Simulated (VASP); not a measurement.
# Sn (a cell with a defect) in VASP: single point with LDA

Aim: the single point of Sn (a cell with a defect) with LDA.

Program: VASP 6.6.1. These are calculated values, not measurements. Logs are shortened: lines on timing, memory, paths and dates and some standing lists are left out, and cuts for length are marked.

## Step 1: The cell of the first run

The cell holds a defect, 15 atoms: a = 9.156 Å, b = 9.156 Å, c = 9.156 Å, α = 60.00°, β = 60.00°, γ = 60.00°.

## Step 2: Single point, LDA

INCAR

```
SYSTEM = Sn
PREC = Accurate
ENCUT = 400
EDIFF = 1E-6
ISMEAR = -1
SIGMA = 0.1
LREAL = .False.
LASPH = .True.
NELM = 120
ALGO = Normal
ISIF = 2
LWAVE = .False.
LCHARG = .False.
NBANDS = 118
GGA_COMPAT = .False.
```

KPOINTS

```
Automatic mesh
0
Gamma
  2 2 2
  0 0 0
```

POSCAR

```
Sn
1.0
    0.0000000000      6.4742849800      6.4742849800
    6.4742849800      0.0000000000      6.4742849800
    6.4742849800      6.4742849800      0.0000000000
Sn
15
Direct
    0.0028010815      0.0021481909     -0.0017940205
    0.1188549782      0.1178218139      0.1473886310
    0.1190838065      0.1183056511      0.6173331128
    0.0028217788      0.4987465041     -0.0016749340
    0.1248180305      0.6261708455      0.1248680746
    0.0027545899      0.4990965041      0.5008474310
    0.1192530144      0.6467302587      0.6174859482
    0.4998186688      0.0022378533     -0.0021448701
    0.6268223460      0.1238265696      0.1252244074
    0.4999776825      0.0020164389      0.5012016014
    0.6494962012      0.1177916175      0.6168382319
    0.5014440992      0.5004347214     -0.0003649824
    0.6268296827      0.6262611257      0.1250613778
    0.5001083533      0.4987131413      0.5010448273
    0.6267737692      0.6260470481      0.6230125817
```

Potentials or basis: VASP PAW LDA potentials, release 64 (Sn_d).

Command:

```sh
> cat potpaw_LDA.64/Sn_d/POTCAR > POTCAR
> mpirun -np 1 vasp_std > vasp.out
```

OUTCAR:

```text
SYSTEM = Sn
   PREC = Accurate
   ENCUT = 400
   EDIFF = 1E-6
   ISMEAR = -1
   LREAL = .False.
   LASPH = .True.
   NELM = 120
   ISIF = 2

 ion  position               nearest neighbor table
   1  0.003  0.002  0.998-   5 2.81   9 2.81   3 2.85   2 2.85
   2  0.119  0.118  0.147-   1 2.85   4 2.85   8 2.85
   3  0.119  0.118  0.617-   6 2.85   1 2.85  10 2.85
   4  0.003  0.499  0.998-   5 2.81  13 2.81   7 2.85   2 2.85
   5  0.125  0.626  0.125-   4 2.81   1 2.81   6 2.81  12 2.82
   6  0.003  0.499  0.501-   5 2.81  15 2.81   7 2.85   3 2.85
   7  0.119  0.647  0.617-   6 2.85   4 2.85  14 2.85
   8  0.500  0.002  0.998-   9 2.81  13 2.81   2 2.85  11 2.85
   9  0.627  0.124  0.125-   8 2.81  10 2.81   1 2.81  12 2.82
  10  0.500  0.002  0.501-  15 2.81   9 2.81   3 2.85  11 2.85
  11  0.649  0.118  0.617-  14 2.85  10 2.85   8 2.85
  12  0.501  0.500  1.000-   9 2.82  15 2.82   5 2.82  13 2.82
  13  0.627  0.626  0.125-   8 2.81  14 2.81   4 2.81  12 2.82
  14  0.500  0.499  0.501-  15 2.81  13 2.81   7 2.85  11 2.85
  15  0.627  0.626  0.623-  14 2.81  10 2.81   6 2.81  12 2.82

  LATTYP: Found a face centered cubic cell.
 ALAT       =    12.9485699600

  Lattice vectors:

 A1 = (   0.0000000000,   6.4742849800,   6.4742849800)
 A2 = (   6.4742849800,   0.0000000000,   6.4742849800)
 A3 = (   6.4742849800,   6.4742849800,   0.0000000000)

Analysis of symmetry for initial positions (statically):
=====================================================================
 Subroutine PRICEL returns:
 Original cell was already a primitive cell.

 Routine SETGRP: Setting up the symmetry group for a
 face centered cubic supercell.

 Subroutine GETGRP returns: Found  1 space group operations
 (whereof  1 operations were pure point group operations)
 out of a pool of 48 trial point group operations.

The static configuration has the point symmetry C_1 .

Analysis of symmetry for dynamics (positions and initial velocities):
=====================================================================
 Subroutine PRICEL returns:
 Original cell was already a primitive cell.

 Routine SETGRP: Setting up the symmetry group for a
 face centered cubic supercell.

 Subroutine GETGRP returns: Found  1 space group operations
 (whereof  1 operations were pure point group operations)
 out of a pool of 48 trial point group operations.

The dynamic configuration has the point symmetry C_1 .

 Subroutine INISYM returns: Found  1 space group operations
 (whereof  1 operations are pure point group operations),
 and found     1 'primitive' translations

----------------------------------------------------------------------------------------

                                     Primitive cell

  volume of cell :     542.7570

  direct lattice vectors                    reciprocal lattice vectors
     0.000000000  6.474284980  6.474284980    -0.077228605  0.077228605  0.077228605
     6.474284980  0.000000000  6.474284980     0.077228605 -0.077228605  0.077228605
     6.474284980  6.474284980  0.000000000     0.077228605  0.077228605 -0.077228605

  length of vectors
     9.156021625  9.156021625  9.156021625     0.133763868  0.133763868  0.133763868

  position of ions in fractional coordinates (direct lattice)
     0.002801082  0.002148191  0.998205979
     0.118854978  0.117821814  0.147388631
     0.119083807  0.118305651  0.617333113
     0.002821779  0.498746504  0.998325066
     0.124818031  0.626170845  0.124868075
     0.002754590  0.499096504  0.500847431
     0.119253014  0.646730259  0.617485948
     0.499818669  0.002237853  0.997855130
     0.626822346  0.123826570  0.125224407
     0.499977683  0.002016439  0.501201601
     0.649496201  0.117791618  0.616838232
     0.501444099  0.500434721  0.999635018
     0.626829683  0.626261126  0.125061378
     0.500108353  0.498713141  0.501044827
     0.626773769  0.626047048  0.623012582

  ion indices of the primitive-cell ions
   primitive index   ion index
                 1           1
                 2           2
                 3           3
                 4           4
                 5           5
                 6           6
                 7           7
                 8           8
                 9           9
                10          10
                11          11
                12          12
                13          13
                14          14
                15          15

----------------------------------------------------------------------------------------

 KPOINTS: Automatic mesh

Automatic generation of k-mesh.
 Grid dimensions read from file:
 generate k-points for:    2    2    2

 Generating k-lattice:

  Cartesian coordinates                     Fractional coordinates (reciprocal lattice)
    -0.038614303  0.038614303  0.038614303     0.500000000  0.000000000  0.000000000
     0.038614303 -0.038614303  0.038614303     0.000000000  0.500000000  0.000000000
     0.038614303  0.038614303 -0.038614303     0.000000000  0.000000000  0.500000000

  Length of vectors
     0.066881934  0.066881934  0.066881934

  Shift w.r.t. Gamma in fractional coordinates (k-lattice)
     0.000000000  0.000000000  0.000000000

 Subroutine IBZKPT returns following result:
 ===========================================

 Found      8 irreducible k-points:

 Following reciprocal coordinates:
            Coordinates               Weight
  0.000000  0.000000  0.000000      1.000000
  0.500000  0.000000  0.000000      1.000000
  0.000000  0.500000  0.000000      1.000000
  0.000000  0.000000  0.500000      1.000000
  0.500000  0.500000  0.500000      1.000000
  0.500000  0.500000  0.000000      1.000000
  0.000000  0.500000  0.500000      1.000000
  0.500000  0.000000  0.500000      1.000000
   k-points           NKPTS =      8   k-points in BZ     NKDIM =      8   number of bands    NBANDS=    118
   number of dos      NEDOS =    301   number of ions     NIONS =     15
   total plane-waves  NPLWV = 216000
   dimension x,y,z NGX =    60 NGY =   60 NGZ =   60
   dimension x,y,z NGXF=   120 NGYF=  120 NGZF=  120
   ions per type =              15
   NGX,Y,Z   is equivalent  to a cutoff of  10.89, 10.89, 10.89 a.u.
   NGXF,Y,Z  is equivalent  to a cutoff of  21.79, 21.79, 21.79 a.u.
 SYSTEM =  Sn
   PREC   = accura    normal or accurate (medium, high low for compatibility)
   ISTART =      0    job   : 0-new  1-cont  2-samecut
   ICHARG =      2    charge: 1-file 2-atom 10-const
   ISPIN  =      1    spin polarized calculation?
   LNONCOLLINEAR =      F non collinear calculations
   LSORBIT =      F    spin-orbit coupling
   LASPH  =      T    aspherical Exc in radial PAW
   ENCUT  =  400.0 eV  29.40 Ry    5.42 a.u.  14.93 14.93 14.93*2*pi/ulx,y,z
   NELM   =    120;   NELMIN=  2; NELMDL= -5     # of ELM steps
   EDIFF  = 0.1E-05   stopping-criterion for ELM
   LREAL  =      F    real-space projection
   EDIFFG = 0.1E-04   stopping-criterion for IOM
   NSW    =      0    number of steps for IOM
   IBRION =     -1    ionic relax: 0-MD 1-quasi-New 2-CG
   NFREE  =      0    steps in history (QN), initial steepest desc. (CG)
   ISIF   =      2    stress and relaxation
   ISYM   =      2    0-nonsym 1-usesym 2-fastsym
   POTIM  = 0.5000    time-step for ionic-motion
   TEBEG  =    0.0;   TEEND  =   0.0 temperature during run
   PSTRESS=    0.0 pullay stress
   NELECT =     210.0000    total number of electrons
   NUPDOWN=      -1.0000    fix difference up-down
   EMIN   =  10.00;   EMAX   =-10.00  energy-range for DOS
   EFERMI =   0.00;   METHOD = LEGACY
   ISMEAR =    -1;   SIGMA  =   0.10  broadening in eV -4-tet -1-fermi 0-gaus
   EFERMI_NEDOS =   21; number of points for ismear=-14 and -15
   IALGO  =     38    algorithm
   IMIX   =      4    mixing-type and parameters
     AMIX     =   0.40;   BMIX     =  1.00
     AMIX_MAG =   1.60;   BMIX_MAG =  1.00
  volume/ion in A,a.u.               =      36.18       244.18
  Fermi-wavevector in a.u.,A,eV,Ry     =   1.192924  2.254300 19.362012  1.423068
  Thomas-Fermi vector in A             =   2.328951
   LORBIT       =      0    0 simple, 1 ext, 2 COOP (PROOUT), +10 PAW based schemes
   GGA     = CA    functional components
   LHFCALC =     F    Hartree Fock is set to
   AEXX    =    0.0000 exact exchange contribution
   IVDW    =     0    specifies the selected vdW correction
   LEPSILON=     F    determine dielectric tensor
   LRPA    =     F    only Hartree local field effects (RPA)
 non-spin polarized calculation
  energy-cutoff  :      400.00
  volume of cell :      542.76
 maximum number of plane-waves:      9864
 NGX is ok and might be reduce to    60
   NGX = 29   NGY = 29   NGZ = 29

 number of electron     210.0000033 magnetization

 Free energy of the ion-electron system (eV)
  ---------------------------------------------------
  ext. energy  EPLUGINS =         0.00000000
  ---------------------------------------------------
  free energy    TOTEN  =       -64.12417943 eV

  energy without entropy =      -63.97776832  energy(sigma->0) =      -64.05097388

 E-fermi :   4.6215     XC(G=0):  -8.9607

 val. band max:        4.4775438509   @ k =   0.0000   0.0000   0.0000
 cond. band min:       4.8418766492   @ k =   0.5000   0.0000   0.5000
 fundamental gap:      0.3643327984
 Fermi energy:         4.6214515785

 k-point     1 :       0.0000    0.0000    0.0000
  band No.  band energies     occupation
      1     -16.8686      2.00000
      2     -16.8677      2.00000
      3     -16.8667      2.00000
      4     -16.8477      2.00000
      5     -16.8477      2.00000
      6     -16.8473      2.00000
[... 109 lines left out ...]
    116       6.2780      0.00000
    117       6.2789      0.00000

 k-point     2 :       0.5000    0.0000    0.0000
  band No.  band energies     occupation
      1     -16.8741      2.00000
      2     -16.8729      2.00000
      3     -16.8688      2.00000
      4     -16.8528      2.00000
      5     -16.8523      2.00000
      6     -16.8492      2.00000
[... 109 lines left out ...]
    116       7.9886      0.00000
    117       7.9890      0.00000

 k-point     3 :       0.0000    0.5000    0.0000
  band No.  band energies     occupation
      1     -16.8745      2.00000
      2     -16.8734      2.00000
      3     -16.8673      2.00000
      4     -16.8527      2.00000
      5     -16.8525      2.00000
      6     -16.8489      2.00000
[... 109 lines left out ...]
    116       7.9882      0.00000
    117       7.9888      0.00000

 k-point     4 :       0.0000    0.0000    0.5000
  band No.  band energies     occupation
      1     -16.8743      2.00000
      2     -16.8728      2.00000
      3     -16.8686      2.00000
      4     -16.8528      2.00000
      5     -16.8523      2.00000
      6     -16.8492      2.00000
[... 109 lines left out ...]
    116       7.9882      0.00000
    117       7.9893      0.00000

 k-point     5 :       0.5000    0.5000    0.5000
  band No.  band energies     occupation
      1     -16.8746      2.00000
      2     -16.8731      2.00000
      3     -16.8676      2.00000
      4     -16.8527      2.00000
      5     -16.8524      2.00000
      6     -16.8490      2.00000
[... 109 lines left out ...]
    116       7.9881      0.00000
    117       7.9889      0.00000

 k-point     6 :       0.5000    0.5000    0.0000
  band No.  band energies     occupation
      1     -16.8738      2.00000
      2     -16.8731      2.00000
      3     -16.8721      2.00000
      4     -16.8572      2.00000
      5     -16.8499      2.00000
      6     -16.8494      2.00000
[... 109 lines left out ...]
    116       8.2009      0.00000
    117       8.4894      0.00000

 k-point     7 :       0.0000    0.5000    0.5000
  band No.  band energies     occupation
      1     -16.8738      2.00000
      2     -16.8731      2.00000
      3     -16.8721      2.00000
      4     -16.8572      2.00000
      5     -16.8499      2.00000
      6     -16.8493      2.00000
[... 109 lines left out ...]
    116       8.2010      0.00000
    117       8.4888      0.00000

 k-point     8 :       0.5000    0.0000    0.5000
  band No.  band energies     occupation
      1     -16.8742      2.00000
      2     -16.8727      2.00000
      3     -16.8720      2.00000
      4     -16.8573      2.00000
      5     -16.8498      2.00000
      6     -16.8490      2.00000
[... 109 lines left out ...]
    116       8.2007      0.00000
    117       8.4866      0.00000
 [bands above 117 left out]

------------------------ aborting loop because EDIFF is reached ----------------------------------------

  FORCE on cell =-STRESS in cart. coord.  units (eV):
  Direction    XX          YY          ZZ          XY          YZ          ZX
  --------------------------------------------------------------------------------------
  -------------------------------------------------------------------------------------
  Total       -4.0931561     -4.0952533     -4.0935194      0.0000833     -0.0070409      0.0325997
  in kB      -12.0826852    -12.0888758    -12.0837577      0.0002460     -0.0207842      0.0962319
  external PRESSURE =     -12.0851062 kB  Pullay stress =       0.0000000 kB

 VOLUME and BASIS-vectors are now :
 -----------------------------------------------------------------------------
  energy-cutoff  :      400.00
  volume of cell :      542.76
      direct lattice vectors                 reciprocal lattice vectors
     0.000000000  6.474284980  6.474284980    -0.077228605  0.077228605  0.077228605
     6.474284980  0.000000000  6.474284980     0.077228605 -0.077228605  0.077228605
     6.474284980  6.474284980  0.000000000     0.077228605  0.077228605 -0.077228605

 POSITION                                       TOTAL-FORCE (eV/Angst)
 -----------------------------------------------------------------------------------
      6.47658      6.48080      0.03204        -0.000293      0.000558      0.000438
      1.71705      1.72374      1.53231         0.005467      0.002633     -0.003257
      4.76273      4.76777      1.53693        -0.005055     -0.004257     -0.004385
      9.69247      6.48171      3.24730        -0.000859      0.000032     -0.001224
      4.86244      1.61654      4.86212        -0.000040      0.001298     -0.000045
      6.47392      3.26046      3.24913        -0.000024      0.000950     -0.000514
      8.18490      4.76986      4.95919         0.005132     -0.004614      0.005653
      6.47489      9.69637      3.25046        -0.001350     -0.000145     -0.000343
      1.61243      4.86896      4.85991         0.000167     -0.000429      0.000769
      3.25798      6.48192      3.25005         0.000276     -0.000235      0.000413
      4.75620      8.19861      4.96764        -0.002741      0.004501      0.003242
      9.71188      9.71841      6.48645         0.000967     -0.000835      0.000456
      4.86428      4.86796      8.11287        -0.001539     -0.000106     -0.000859
      6.47272      6.48175      6.46666        -0.000766     -0.000022     -0.000254
      8.08677      8.09147      8.11112         0.000654      0.000674     -0.000090
 -----------------------------------------------------------------------------------
    total drift:                               -0.000083     -0.002085     -0.003343

  FREE ENERGIE OF THE ION-ELECTRON SYSTEM (eV)
  ---------------------------------------------------
  free  energy   TOTEN  =       -64.1241794337 eV

  energy  without entropy=      -63.9777683232  energy(sigma->0) =      -64.05097388
```

Run time: 7 min. Hardware: 1 thread of Oxide Virtual Turin-like, shared host; peak memory 0.44 GiB.

Results:

| Property | Result |
| --- | --- |
| Free energy | -64.1242 eV |
| Pressure | -1.2 GPa |
| Largest force | 0.009 eV/Å |
| Band gap on the k mesh | 0.36 eV |

Forces on the atoms (eV/Å):
```
Sn   0.000  0.001  0.000
Sn   0.005  0.003 -0.003
Sn  -0.005 -0.004 -0.004
Sn  -0.001  0.000 -0.001
Sn   0.000  0.001  0.000
Sn   0.000  0.001 -0.001
Sn   0.005 -0.005  0.006
Sn  -0.001  0.000  0.000
Sn   0.000  0.000  0.001
Sn   0.000  0.000  0.000
Sn  -0.003  0.005  0.003
Sn   0.001 -0.001  0.000
Sn  -0.002  0.000 -0.001
Sn  -0.001  0.000  0.000
Sn   0.001  0.001  0.000
```

Caveat: the k points lie up to 0.42 Å⁻¹ apart; semilocal functionals underestimate gaps, and a narrow one can read as zero; spin-orbit coupling is left out, which moves the levels of the heavy elements.
